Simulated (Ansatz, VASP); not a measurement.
**Sr: VASP beside Ansatz**

File INCAR:

```
SYSTEM = Sr
ALGO = Normal
EDIFF = 1E-6
ENCUT = 520
GGA = PE
ISIF = 2
ISMEAR = -1
LASPH = .True.
LCHARG = .False.
LREAL = .False.
LWAVE = .False.
NBANDS = 11
NELM = 80
PREC = Accurate
SIGMA = 0.05
```

The input KPOINTS:

```
k-points
0
Gamma
  11 11 11
  0 0 0
```

Contents of POSCAR:

```
Sr
1.0
   -2.0943475932      2.0943475932      2.0943475932
    2.0943475932     -2.0943475932      2.0943475932
    2.0943475932      2.0943475932     -2.0943475932
Sr
1
Direct
    0.0000000000      0.0000000000      0.0000000000
```

Input for Ansatz:

```yaml
crystal:
  lattice:
    - [-2.0943475932, 2.0943475932, 2.0943475932]
    - [2.0943475932, -2.0943475932, 2.0943475932]
    - [2.0943475932, 2.0943475932, -2.0943475932]
  atoms:
    - { symbol: Sr, position: [0.0, 0.0, 0.0] }
kpoints:
  mp_grid: { grid: [11, 11, 11] }
scf:
  occupations: { method: fermi_dirac, width: 0.05 }
hamiltonian:
  xc: pbe
  pseudopotentials: { kind: paw }
output:
  forces: true
  stress: true
  eigenvalues: true
  populations: true
```

Change from the starting cell: volume scaled by 0.68, PAW files.

Alike in both runs: task single point; functional PBE; k mesh 11 × 11 × 11; occupations fermi-dirac, width 0.05 eV; no spin polarisation.

|  | VASP | Ansatz |
| --- | --- | --- |
| version | VASP 6.6.1 | Ansatz 0.2.0 |
| potentials or method | VASP PAW PBE potentials, release 64 (Sr_sv) | PAW with Ansatz's default frozen-core files, scalar-relativistic |
| plane-wave cutoff (eV) | 520 | 420 |
| valence electrons in the cell | 10 | 10 |

```tsv
	VASP	Ansatz	Ansatz less VASP
pressure (GPa)	8.4	8.4	-0.05
```
